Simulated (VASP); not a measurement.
Write the native input for VASP 6.6.1 that does the following.

* Task: single point
* Functional: PBE
* Potentials or basis: VASP PAW PBE potentials, release 64 (Li_sv, Se)
* Cutoff: 750 eV
* k mesh: 4 × 4 × 4
* Occupations: gaussian, width 0.05 eV
* Spin: no spin polarisation
* Dipole correction: no
* Further INCAR settings: ALGO = Normal; EDIFF = 1e-06; NBANDS = 13

The structure of Li2Se lies in POSCAR:

```
Li2Se
1.0
    0.0000000000      3.0024997683      3.0024997683
    3.0024997683      0.0000000000      3.0024997683
    3.0024997683      3.0024997683      0.0000000000
Li Se
2 1
Direct
    0.2500000000      0.2500000000      0.2500000000
    0.7500000000      0.7500000000      0.7500000000
    0.0000000000      0.0000000000      0.0000000000
```

These files were run (other wordings do the same):

INCAR

```
PREC = Accurate
ENCUT = 750
EDIFF = 1E-6
ISMEAR = 0
SIGMA = 0.05
LREAL = False
LASPH = True
NELM = 120
ALGO = Normal
ISIF = 2
LWAVE = False
LCHARG = False
GGA = PE
NBANDS = 13
GGA_COMPAT = False
```

KPOINTS

```
Automatic mesh
0
Gamma
  4 4 4
```

Potentials or basis: VASP PAW PBE potentials, release 64 (Li_sv, Se).

Command:

```console
$ cat potpaw_PBE.64/Li_sv/POTCAR potpaw_PBE.64/Se/POTCAR > POTCAR
$ mpirun -np 1 vasp_std > vasp.out
```

Results of the run:

| Item | Value |
| --- | --- |
| Pressure | 0.0 GPa |
| Band gap on the k mesh | 2.97 eV (least direct gap 3.38 eV) |

Caveat: the k points lie up to 0.45 Å⁻¹ apart.

Wall time 25 s on 1 thread of Oxide Virtual Turin-like Processor (shared host), peak memory 0.19 GiB.
